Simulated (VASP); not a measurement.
# ZnO (Fm-3m) in VASP: a series of runs

The runs below take ZnO through single point, with LDA, PBE, PBEsol.

Program: VASP 6.6.1. These are calculated values, not measurements. Logs are shortened: lines on timing, memory, paths and dates and some standing lists are left out, and cuts for length are marked.

### 1 The cell of the first run

The structure is cubic, space group Fm-3m (No. 225). The conventional cell has a = 4.213 Å, b = 4.213 Å, c = 4.213 Å, α = 90.00°, β = 90.00°, γ = 90.00°. Within 2.8 Å of Zn (site symmetry m-3m) lie 6 O at 2.11 Å. Within 2.8 Å of O (site symmetry m-3m) lie 6 Zn at 2.11 Å.

### 2 Single point, LDA

File INCAR:

```
SYSTEM = ZnO
ALGO = Normal ; EDIFF = 1E-6
ENCUT = 520 ; GGA = CA
ISIF = 2 ; ISMEAR = -1
LASPH = .TRUE. ; LCHARG = .FALSE.
LREAL = .FALSE. ; LWAVE = .FALSE.
NBANDS = 16 ; NELM = 100
PREC = Accurate ; SIGMA = 0.02
```

File KPOINTS:

```
k-points
0
G
  10 10 10
  0 0 0
```

File POSCAR:

```
ZnO
1.0
    0.0000000000      2.1064906873      2.1064906873
    2.1064906873      0.0000000000      2.1064906873
    2.1064906873      2.1064906873      0.0000000000
Zn O
1 1
Direct
    0.0000000000      0.0000000000      0.0000000000
    0.5000000000      0.5000000000      0.5000000000
```

Potentials or basis: VASP PAW LDA potentials, release 64 (Zn, O).

Command:

```console
$ cat potpaw_LDA.64/Zn/POTCAR potpaw_LDA.64/O/POTCAR > POTCAR
$ mpirun -np 1 vasp_std > vasp.out
```

OUTCAR:

```text
SYSTEM = ZnO
   EDIFF = 1E-6
   ENCUT = 520
   GGA = CA
   ISIF = 2
   ISMEAR = -1
   LASPH = .TRUE.
   LREAL = .FALSE.
   NELM = 100
   PREC = Accurate

 ion  position               nearest neighbor table
   1  0.000  0.000  0.000-   2 2.11   2 2.11   2 2.11   2 2.11   2 2.11   2 2.11
   2  0.500  0.500  0.500-   1 2.11   1 2.11   1 2.11   1 2.11   1 2.11   1 2.11

  LATTYP: Found a face centered cubic cell.
 ALAT       =     4.2129813746

  Lattice vectors:

 A1 = (   0.0000000000,   2.1064906873,   2.1064906873)
 A2 = (   2.1064906873,   0.0000000000,   2.1064906873)
 A3 = (   2.1064906873,   2.1064906873,   0.0000000000)

Analysis of symmetry for initial positions (statically):
=====================================================================
 Subroutine PRICEL returns:
 Original cell was already a primitive cell.

 Routine SETGRP: Setting up the symmetry group for a
 face centered cubic supercell.

 Subroutine GETGRP returns: Found 48 space group operations
 (whereof 48 operations were pure point group operations)
 out of a pool of 48 trial point group operations.

The static configuration has the point symmetry O_h .

Analysis of symmetry for dynamics (positions and initial velocities):
=====================================================================
 Subroutine PRICEL returns:
 Original cell was already a primitive cell.

 Routine SETGRP: Setting up the symmetry group for a
 face centered cubic supercell.

 Subroutine GETGRP returns: Found 48 space group operations
 (whereof 48 operations were pure point group operations)
 out of a pool of 48 trial point group operations.

The dynamic configuration has the point symmetry O_h .

 Subroutine INISYM returns: Found 48 space group operations
 (whereof 48 operations are pure point group operations),
 and found     1 'primitive' translations

----------------------------------------------------------------------------------------

                                     Primitive cell

  volume of cell :      18.6943

  direct lattice vectors                    reciprocal lattice vectors
     0.000000000  2.106490687  2.106490687    -0.237361600  0.237361600  0.237361600
     2.106490687  0.000000000  2.106490687     0.237361600 -0.237361600  0.237361600
     2.106490687  2.106490687  0.000000000     0.237361600  0.237361600 -0.237361600

  length of vectors
     2.979027699  2.979027699  2.979027699     0.411122351  0.411122351  0.411122351

  position of ions in fractional coordinates (direct lattice)
     0.000000000  0.000000000  0.000000000
     0.500000000  0.500000000  0.500000000

  ion indices of the primitive-cell ions
   primitive index   ion index
                 1           1
                 2           2

----------------------------------------------------------------------------------------

 KPOINTS: k-points

Automatic generation of k-mesh.
 Grid dimensions read from file:
 generate k-points for:   10   10   10

 Generating k-lattice:

  Cartesian coordinates                     Fractional coordinates (reciprocal lattice)
    -0.023736160  0.023736160  0.023736160     0.100000000  0.000000000  0.000000000
     0.023736160 -0.023736160  0.023736160     0.000000000  0.100000000  0.000000000
     0.023736160  0.023736160 -0.023736160     0.000000000  0.000000000  0.100000000

  Length of vectors
     0.041112235  0.041112235  0.041112235

  Shift w.r.t. Gamma in fractional coordinates (k-lattice)
     0.000000000  0.000000000  0.000000000

 Subroutine IBZKPT returns following result:
 ===========================================

 Found     47 irreducible k-points:

 Following reciprocal coordinates:
            Coordinates               Weight
  0.000000  0.000000  0.000000      1.000000
  0.100000  0.000000  0.000000      8.000000
  0.200000  0.000000  0.000000      8.000000
  0.300000  0.000000  0.000000      8.000000
  0.400000  0.000000  0.000000      8.000000
  0.500000  0.000000  0.000000      4.000000
[... 16 lines left out ...]
  0.300000  0.300000  0.000000      6.000000
  0.400000  0.300000  0.000000     24.000000
 [... further k-points ...]
   k-points           NKPTS =     47   k-points in BZ     NKDIM =     47   number of bands    NBANDS=     16
   number of dos      NEDOS =    301   number of ions     NIONS =      2
   total plane-waves  NPLWV =  13824
   dimension x,y,z NGX =    24 NGY =   24 NGZ =   24
   dimension x,y,z NGXF=    48 NGYF=   48 NGZF=   48
   ions per type =               1   1
   NGX,Y,Z   is equivalent  to a cutoff of  13.39, 13.39, 13.39 a.u.
   NGXF,Y,Z  is equivalent  to a cutoff of  26.79, 26.79, 26.79 a.u.
 SYSTEM =  ZnO
   PREC   = accura    normal or accurate (medium, high low for compatibility)
   ISTART =      0    job   : 0-new  1-cont  2-samecut
   ICHARG =      2    charge: 1-file 2-atom 10-const
   ISPIN  =      1    spin polarized calculation?
   LNONCOLLINEAR =      F non collinear calculations
   LSORBIT =      F    spin-orbit coupling
   LASPH  =      T    aspherical Exc in radial PAW
   ENCUT  =  520.0 eV  38.22 Ry    6.18 a.u.   5.54  5.54  5.54*2*pi/ulx,y,z
   NELM   =    100;   NELMIN=  2; NELMDL= -5     # of ELM steps
   EDIFF  = 0.1E-05   stopping-criterion for ELM
   LREAL  =      F    real-space projection
   EDIFFG = 0.1E-04   stopping-criterion for IOM
   NSW    =      0    number of steps for IOM
   IBRION =     -1    ionic relax: 0-MD 1-quasi-New 2-CG
   NFREE  =      0    steps in history (QN), initial steepest desc. (CG)
   ISIF   =      2    stress and relaxation
   ISYM   =      2    0-nonsym 1-usesym 2-fastsym
   POTIM  = 0.5000    time-step for ionic-motion
   TEBEG  =    0.0;   TEEND  =   0.0 temperature during run
   PSTRESS=    0.0 pullay stress
   NELECT =      18.0000    total number of electrons
   NUPDOWN=      -1.0000    fix difference up-down
   EMIN   =  10.00;   EMAX   =-10.00  energy-range for DOS
   EFERMI =   0.00;   METHOD = LEGACY
   ISMEAR =    -1;   SIGMA  =   0.02  broadening in eV -4-tet -1-fermi 0-gaus
   EFERMI_NEDOS =   21; number of points for ismear=-14 and -15
   IALGO  =     38    algorithm
   IMIX   =      4    mixing-type and parameters
     AMIX     =   0.40;   BMIX     =  1.00
     AMIX_MAG =   1.60;   BMIX_MAG =  1.00
  volume/ion in A,a.u.               =       9.35        63.08
  Fermi-wavevector in a.u.,A,eV,Ry     =   1.616576  3.054886 35.556349  2.613318
  Thomas-Fermi vector in A             =   2.711140
   LORBIT       =      0    0 simple, 1 ext, 2 COOP (PROOUT), +10 PAW based schemes
   GGA     = CA    functional components
   LHFCALC =     F    Hartree Fock is set to
   AEXX    =    0.0000 exact exchange contribution
   IVDW    =     0    specifies the selected vdW correction
   LEPSILON=     F    determine dielectric tensor
   LRPA    =     F    only Hartree local field effects (RPA)
 non-spin polarized calculation
  energy-cutoff  :      520.00
  volume of cell :       18.69
 maximum number of plane-waves:       531
 NGX is ok and might be reduce to    24
   NGX = 11   NGY = 11   NGZ = 11

 number of electron      17.9999990 magnetization

 Free energy of the ion-electron system (eV)
  ---------------------------------------------------
  ext. energy  EPLUGINS =         0.00000000
  ---------------------------------------------------
  free energy    TOTEN  =       -10.36198202 eV

  energy without entropy =      -10.36198202  energy(sigma->0) =      -10.36198202

 E-fermi :   3.3742     XC(G=0): -13.0635

 val. band max:        2.9780500639   @ k =   0.5000   0.0000   0.0000
 cond. band min:       4.0846180275   @ k =   0.0000   0.0000   0.0000
 fundamental gap:      1.1065679636
 Fermi energy:         3.3742370861

 k-point     1 :       0.0000    0.0000    0.0000
  band No.  band energies     occupation
      1     -15.8256      2.00000
      2      -2.0876      2.00000
      3      -2.0876      2.00000
      4      -2.0876      2.00000
      5      -1.8466      2.00000
      6      -1.8466      2.00000
[... 8 lines left out ...]
     15      22.7298      0.00000
     16      22.7298      0.00000

 k-point     2 :       0.1000    0.0000    0.0000
  band No.  band energies     occupation
      1     -15.7001      2.00000
      2      -2.1834      2.00000
      3      -2.1087      2.00000
      4      -2.1087      2.00000
      5      -1.9494      2.00000
      6      -1.9494      2.00000
[... 8 lines left out ...]
     15      22.7764      0.00000
     16      22.7764      0.00000

 k-point     3 :       0.2000    0.0000    0.0000
  band No.  band energies     occupation
      1     -15.3510      2.00000
      2      -2.6552      2.00000
      3      -2.4224      2.00000
      4      -2.4224      2.00000
      5      -1.8956      2.00000
      6      -1.8956      2.00000
[... 8 lines left out ...]
     15      23.5721      0.00000
     16      23.5721      0.00000

 k-point     4 :       0.3000    0.0000    0.0000
  band No.  band energies     occupation
      1     -14.8683      2.00000
      2      -3.6364      2.00000
      3      -2.7939      2.00000
      4      -2.7939      2.00000
      5      -1.7634      2.00000
      6      -1.7634      2.00000
[... 8 lines left out ...]
     15      25.0193      0.00000
     16      25.0193      0.00000
[... 324 lines left out ...]
 k-point    22 :      -0.2000    0.2000    0.0000
  band No.  band energies     occupation
      1     -14.7419      2.00000
      2      -3.6352      2.00000
      3      -2.8933      2.00000
      4      -2.6322      2.00000
      5      -1.8523      2.00000
      6      -1.6072      2.00000
[... 8 lines left out ...]
     15      25.2391      0.00000
     16      26.3889      0.00000

 k-point    23 :       0.3000    0.3000    0.0000
  band No.  band energies     occupation
      1     -14.6866      2.00000
      2      -3.6002      2.00000
      3      -2.4092      2.00000
      4      -1.9224      2.00000
      5      -1.9224      2.00000
      6      -1.6976      2.00000
[... 8 lines left out ...]
     15      30.5137      0.00000
     16      32.1262      0.00000

 k-point    24 :       0.4000    0.3000    0.0000
  band No.  band energies     occupation
      1     -14.4107      2.00000
      2      -3.6346      2.00000
      3      -2.5614      2.00000
      4      -2.0701      2.00000
      5      -1.8195      2.00000
      6      -1.5805      2.00000
[... 8 lines left out ...]
     15      30.9031      0.00000
     16      31.7009      0.00000

 [... further k-points ...]
[... 5 lines left out ...]
  --------------------------------------------------------------------------------------
  -------------------------------------------------------------------------------------
  Total        0.1877839      0.1877839      0.1877839     -0.0000000     -0.0000000      0.0000000
  in kB       16.0938663     16.0938663     16.0938663     -0.0000000     -0.0000000      0.0000000
  external PRESSURE =      16.0938663 kB  Pullay stress =       0.0000000 kB

 VOLUME and BASIS-vectors are now :
 -----------------------------------------------------------------------------
  energy-cutoff  :      520.00
  volume of cell :       18.69
      direct lattice vectors                 reciprocal lattice vectors
     0.000000000  2.106490687  2.106490687    -0.237361600  0.237361600  0.237361600
     2.106490687  0.000000000  2.106490687     0.237361600 -0.237361600  0.237361600
     2.106490687  2.106490687  0.000000000     0.237361600  0.237361600 -0.237361600

 POSITION                                       TOTAL-FORCE (eV/Angst)
 -----------------------------------------------------------------------------------
      0.00000      0.00000      0.00000         0.000000      0.000000      0.000000
      2.10649      2.10649      2.10649         0.000000      0.000000      0.000000
 -----------------------------------------------------------------------------------
    total drift:                                0.000000     -0.000000     -0.000000

  FREE ENERGIE OF THE ION-ELECTRON SYSTEM (eV)
  ---------------------------------------------------
  free  energy   TOTEN  =       -10.3619820166 eV

  energy  without entropy=      -10.3619820166  energy(sigma->0) =      -10.36198202
```

It took 6.1 s on 1 thread of Intel Xeon 6975P-C (Granite Rapids), shared host; peak memory 0.13 GiB.

What came out:

```
Free energy            : -10.3620 eV
Pressure               : 1.6 GPa
Band gap on the k mesh : 1.11 eV, indirect (least direct gap 2.66 eV)
```

A k mesh can miss the band edges. LDA gaps usually lie below the measured ones, often by a third to a half.

### 3 Single point, PBE

This run uses another cell than the first one, of 9.72 Å³/atom, 1.039 times its volume.

File INCAR:

```
  ALGO = Normal
  EDIFF = 1E-6
  ENCUT = 520
  GGA = PE
  ISIF = 2
  ISMEAR = -1
  LASPH = True
  LCHARG = False
  LREAL = False
  LWAVE = False
  NBANDS = 16
  NELM = 80
  PREC = Accurate
  SIGMA = 0.02
```

File KPOINTS:

```
k-points
0
Gamma
  10 10 10
```

File POSCAR:

```
ZnO
1.0
    0.0000000000      2.1337703972      2.1337703972
    2.1337703972      0.0000000000      2.1337703972
    2.1337703972      2.1337703972      0.0000000000
Zn O
1 1
Direct
    0.0000000000      0.0000000000      0.0000000000
    0.5000000000      0.5000000000      0.5000000000
```

Potentials or basis: VASP PAW PBE potentials, release 64 (Zn, O).

Command:

```console
$ cat potpaw_PBE.64/Zn/POTCAR potpaw_PBE.64/O/POTCAR > POTCAR
$ mpirun -np 1 vasp_std > vasp.out
```

OUTCAR:

```text
EDIFF = 1E-6
   ENCUT = 520
   GGA = PE
   ISIF = 2
   ISMEAR = -1
   LASPH = True
   LREAL = False
   NELM = 80
   PREC = Accurate

 ion  position               nearest neighbor table
   1  0.000  0.000  0.000-   2 2.13   2 2.13   2 2.13   2 2.13   2 2.13   2 2.13
   2  0.500  0.500  0.500-   1 2.13   1 2.13   1 2.13   1 2.13   1 2.13   1 2.13

  LATTYP: Found a face centered cubic cell.
 ALAT       =     4.2675407944

  Lattice vectors:

 A1 = (   0.0000000000,   2.1337703972,   2.1337703972)
 A2 = (   2.1337703972,   0.0000000000,   2.1337703972)
[... 625 lines left out ...]
      4      -2.0186      2.00000
      5      -1.7977      2.00000
      6      -1.5880      2.00000
[... 8 lines left out ...]
     15      30.4404      0.00000
     16      30.9067      0.00000

 [... further k-points ...]
[... 5 lines left out ...]
  --------------------------------------------------------------------------------------
  -------------------------------------------------------------------------------------
  Total        1.1075040      1.1075040      1.1075040      0.0000000     -0.0000000      0.0000000
  in kB       91.3235627     91.3235627     91.3235627      0.0000000     -0.0000000      0.0000000
  external PRESSURE =      91.3235627 kB  Pullay stress =       0.0000000 kB

 VOLUME and BASIS-vectors are now :
 -----------------------------------------------------------------------------
  energy-cutoff  :      520.00
  volume of cell :       19.43
      direct lattice vectors                 reciprocal lattice vectors
     0.000000000  2.133770397  2.133770397    -0.234326993  0.234326993  0.234326993
     2.133770397  0.000000000  2.133770397     0.234326993 -0.234326993  0.234326993
     2.133770397  2.133770397  0.000000000     0.234326993  0.234326993 -0.234326993

 POSITION                                       TOTAL-FORCE (eV/Angst)
 -----------------------------------------------------------------------------------
      0.00000      0.00000      0.00000        -0.000000      0.000000     -0.000000
      2.13377      2.13377      2.13377         0.000000      0.000000      0.000000
 -----------------------------------------------------------------------------------
    total drift:                                0.000000     -0.000000     -0.000000

  FREE ENERGIE OF THE ION-ELECTRON SYSTEM (eV)
  ---------------------------------------------------
  free  energy   TOTEN  =        -8.6045531974 eV

  energy  without entropy=       -8.6045531974  energy(sigma->0) =       -8.60455320
```

Wall time 6.4 s (1 thread of Intel Xeon 6975P-C (Granite Rapids), shared host); peak memory 0.14 GiB.

What came out:

```
Free energy            : -8.6046 eV
Pressure               : 9.1 GPa
Band gap on the k mesh : 0.92 eV, indirect (least direct gap 2.32 eV)
```

Levels at points of the mesh, in eV from the valence-band top:
```
           k point  band 5  band 6  band 7  band 8  band 9  band 10  band 11  band 12  band 13  band 14
(0.00, 0.00, 0.00)   -4.65   -4.65   -1.40   -1.40   -1.40     0.92    18.03    18.03    18.03    18.34
(0.50, 0.00, 0.00)   -4.44   -4.44   -3.62    0.00    0.00     5.44     9.16    12.85    12.85    19.39
(0.50, 0.50, 0.00)   -4.32   -4.32   -4.00   -2.85   -2.85     4.25    10.72    11.29    15.49    15.49
```

### 4 Single point, LDA

This run uses another cell than the first one, of 9.72 Å³/atom, 1.039 times its volume.

File INCAR:

```
SYSTEM = ZnO
ALGO = Normal ; EDIFF = 1E-7
ENCUT = 520 ; GGA = CA
ISIF = 2 ; ISMEAR = 0
LASPH = .True. ; LCHARG = .False.
LREAL = .False. ; LWAVE = .False.
NBANDS = 16 ; NELM = 80
PREC = Accurate ; SIGMA = 0.01
```

File KPOINTS:

```
k-points
0
Gamma
  10 10 10
  0 0 0
```

POSCAR is that of step 3.

Potentials or basis: VASP PAW LDA potentials, release 64 (Zn, O).

Command:

```console
$ cat potpaw_LDA.64/Zn/POTCAR potpaw_LDA.64/O/POTCAR > POTCAR
$ mpirun -np 1 vasp_std > vasp.out
```

It took 5.8 s on 1 thread of Intel Xeon 6975P-C (Granite Rapids), shared host; peak memory 0.13 GiB.

Results (log left out):

```yaml
Free_energy: -10.3521 eV
Pressure: -6.0 GPa
Band_gap_on_the_k_mesh: 0.92 eV, indirect (least direct gap 2.31 eV)
```

Levels at points of the mesh, in eV from the valence-band top:
```
           k point  band 5  band 6  band 7  band 8  band 9  band 10  band 11  band 12  band 13  band 14
(0.00, 0.00, 0.00)   -4.76   -4.76   -1.40   -1.40   -1.40     0.92    17.89    17.89    17.89    18.21
(0.50, 0.00, 0.00)   -4.54   -4.54   -3.70    0.00    0.00     5.34     9.02    12.61    12.61    19.22
(0.50, 0.50, 0.00)   -4.42   -4.42   -4.07   -2.87   -2.87     4.05    10.58    11.17    15.26    15.26
```

A k mesh can miss the band edges. As with any semilocal functional, this LDA gap is likely too small.

### 5 Single point, PBEsol

This run uses another cell than the first one, of 9.70 Å³/atom, 1.037 times its volume.

File INCAR:

```
SYSTEM = ZnO
PREC = Accurate
ENCUT = 520
EDIFF = 1E-6
ISMEAR = -1
SIGMA = 0.02
LREAL = .False.
LASPH = .True.
NELM = 80
ALGO = Normal
ISIF = 2
LWAVE = .False.
LCHARG = .True.
GGA = PS
LELF = .True.
LVHAR = .True.
NBANDS = 16
```

File KPOINTS:

```
regular mesh
0
Gamma
  10 10 10
  0 0 0
```

File POSCAR:

```
ZnO
1.0
    0.0000000000      2.1324918211      2.1324918211
    2.1324918211      0.0000000000      2.1324918211
    2.1324918211      2.1324918211      0.0000000000
Zn O
1 1
Direct
    0.0000000000      0.0000000000      0.0000000000
    0.5000000000      0.5000000000      0.5000000000
```

Potentials or basis: VASP PAW PBE potentials, release 64 (Zn, O).

Command:

```console
$ cat potpaw_PBE.64/Zn/POTCAR potpaw_PBE.64/O/POTCAR > POTCAR
$ mpirun -np 1 vasp_std > vasp.out
```

Run time: 6.3 s. Hardware: 1 thread of Intel Xeon 6975P-C (Granite Rapids), shared host; peak memory 0.14 GiB.

It converged, with:

| Item | Value |
| --- | --- |
| Free energy | -9.4852 eV |
| Pressure | 1.2 GPa |
| Band gap on the k mesh | 0.84 eV, indirect (least direct gap 2.27 eV) |

Levels at points of the mesh, in eV from the valence-band top:
| k point | band 7 | band 8 | band 9 | band 10 | band 11 | band 12 |
| --- | --- | --- | --- | --- | --- | --- |
| (0.00, 0.00, 0.00) | -1.43 | -1.43 | -1.43 | 0.84 | 17.87 | 17.87 |
| (0.50, 0.00, 0.00) | -3.63 | 0.00 | 0.00 | 5.29 | 9.11 | 12.71 |
| (0.50, 0.50, 0.00) | -3.99 | -2.90 | -2.90 | 4.15 | 10.62 | 11.10 |

Caveat: the PAW data sets were made with another functional, which shifts forces and pressure a little. A k mesh can miss the band edges.

### 6 Summary

| level | potentials or basis | cell | smearing | gap on the mesh (eV) | pressure (GPa) |
| --- | --- | --- | --- | --- | --- |
| LDA | VASP PAW LDA potentials, release 64 (Zn, O) | a = 2.979 Å, angles 60.0°, 2 atoms | fermi-dirac 0.02 eV | 1.11 | 1.6 |
| PBE | VASP PAW PBE potentials, release 64 (Zn, O) | a = 3.018 Å, angles 60.0°, 2 atoms | fermi-dirac 0.02 eV | 0.92 | 9.1 |
| LDA | VASP PAW LDA potentials, release 64 (Zn, O) | a = 3.018 Å, angles 60.0°, 2 atoms | gaussian 0.01 eV | 0.92 | -6.0 |
| PBEsol | VASP PAW PBE potentials, release 64 (Zn, O) | a = 3.016 Å, angles 60.0°, 2 atoms | fermi-dirac 0.02 eV | 0.84 | 1.2 |

Alike in all rows: task single point; no spin polarisation; k mesh 10 × 10 × 10; cutoff (eV) 520.

Caveats: the PAW data sets were made with another functional, which shifts forces and pressure a little (some runs).

Absolute energies hang on the potentials; compare differences alone.
